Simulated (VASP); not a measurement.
Here is a VASP 6.6.1 calculation.

POSCAR

```
Ge
1.0
    4.1754528935      0.0000000000      0.0000000000
   -2.0877264468      3.6160482781      0.0000000000
    0.0000000000      0.0000000000      6.5412221819
Ge
4
Direct
    0.6666666667      0.3333333333      0.0599604650
    0.3333333333      0.6666666667      0.5599604650
    0.6666666667      0.3333333333      0.4400395350
    0.3333333333      0.6666666667      0.9400395350
```

The input INCAR.step1:

```
ALGO = Normal
EDIFF = 1E-4
ENCUT = 520
GGA = PE
ISMEAR = 0
LASPH = T
LCHARG = F
LREAL = F
LWAVE = T
NBANDS = 36
NELM = 60
PREC = Accurate
SIGMA = 0.01
```

File INCAR.step2:

```
ALGO = Normal
EDIFF = 1E-7
ENCUT = 520
ISIF = 2
ISMEAR = 0
ISTART = 1
LASPH = T
LCHARG = F
LMIXTAU = T
LREAL = F
LWAVE = F
METAGGA = R2SCAN
NBANDS = 36
NELM = 60
PREC = Accurate
SIGMA = 0.01
```

Contents of KPOINTS:

```
k-points
0
Gamma
  12 12 6
```

Potentials or basis: VASP PAW PBE potentials, release 64 (Ge_d).

Run with:

```sh
$ cat potpaw_PBE.64/Ge_d/POTCAR > POTCAR
$ cp INCAR.step1 INCAR
$ mpirun -np 1 vasp_std > vasp.out
$ cp INCAR.step2 INCAR
$ mpirun -np 1 vasp_std > vasp.out
```

**Question.** Predict the pressure.

**Answer.** -4.4 GPa.

**Question.** What does it give for the band gap on the k mesh?

**Answer.** Zero (bands 28 and 29 overlap by 0.22 eV).

Stress tensor (GPa, compression positive):
```
-6.57  0.00  0.00
 0.00 -6.57  0.00
 0.00  0.00  0.01
```

Caveat: the cell differs from its parent crystal (biaxial strain in the a-b plane: +4.5 %, then relaxed in part); the stress differs along the axes, from -7 to 0 GPa; semilocal functionals underestimate gaps, and a narrow one can read as zero; the PAW data sets were made with another functional, which shifts forces and pressure a little.
